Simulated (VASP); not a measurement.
Wanted: the native input for a VASP 6.6.1 run.

```
Task                   : relaxation of cell and atoms
Functional             : PBE
Potentials or basis    : VASP PAW PBE potentials, release 64 (Mg)
Cutoff                 : 600 eV
k mesh                 : 15 × 15 × 15
Occupations            : fermi-dirac, width 0.08 eV
Spin                   : no spin polarisation
Target pressure        : 5.7 GPa
Dipole correction      : no
Further INCAR settings : ALGO = Normal; EDIFF = 1e-06; IBRION = 2; EDIFFG = -0.005; NSW = 32; ISIF = 3
```

The structure of Mg lies in POSCAR:

```
Mg
1.0
   -2.7475828346      2.7475828346      1.4511527871
    2.7475828346     -2.7475828346      1.4511527871
    2.7475828346      2.7475828346     -1.4511527871
Mg
2
Direct
   -0.3750000000     -0.1250000000     -0.2500000000
    0.3750000000      0.1250000000      0.2500000000
```

The input as run:

INCAR

```
  PREC = Accurate
  ENCUT = 600
  EDIFF = 1E-6
  ISMEAR = -1
  SIGMA = 0.08
  LREAL = F
  LASPH = T
  NELM = 60
  ALGO = Normal
  ISIF = 3
  LWAVE = F
  LCHARG = F
  GGA = PE
  IBRION = 2
  NSW = 32
  EDIFFG = -0.005
  PSTRESS = 57.0
```

KPOINTS

```
regular mesh
0
Gamma
  15 15 15
```

Potentials or basis: VASP PAW PBE potentials, release 64 (Mg).

Run with:

```sh
$ cat potpaw_PBE.64/Mg/POTCAR > POTCAR
$ mpirun -np 1 vasp_std > vasp.out
```

Results of the run:

| Property | Result |
| --- | --- |
| Relaxed volume | 21.88 Å³/atom |
| Relaxed cell | a = 4.146 Å, b = 4.146 Å, c = 4.146 Å, α = 97.03°, β = 97.03°, γ = 139.06° |
| Space group after relaxing (to 0.1 Å) | I4_1/amd (No. 141) |
| Energy change on relaxing (the run minimises the enthalpy) | +1.0 meV/atom |
| Ionic steps | 2 |
| Pressure after relaxing | 5.7 GPa |
| Band gap on the k mesh | zero (bands 2 and 3 overlap by 5.48 eV) |

Caveat: the cell is relaxed towards a set pressure, so the run minimises the enthalpy, not the energy.

Run time: 71 s on 1 thread of Intel(R) Xeon(R) Platinum 8259CL CPU @ 2.50GHz (Skylake/Cascade Lake), with other jobs on the host, peak memory 0.28 GiB.
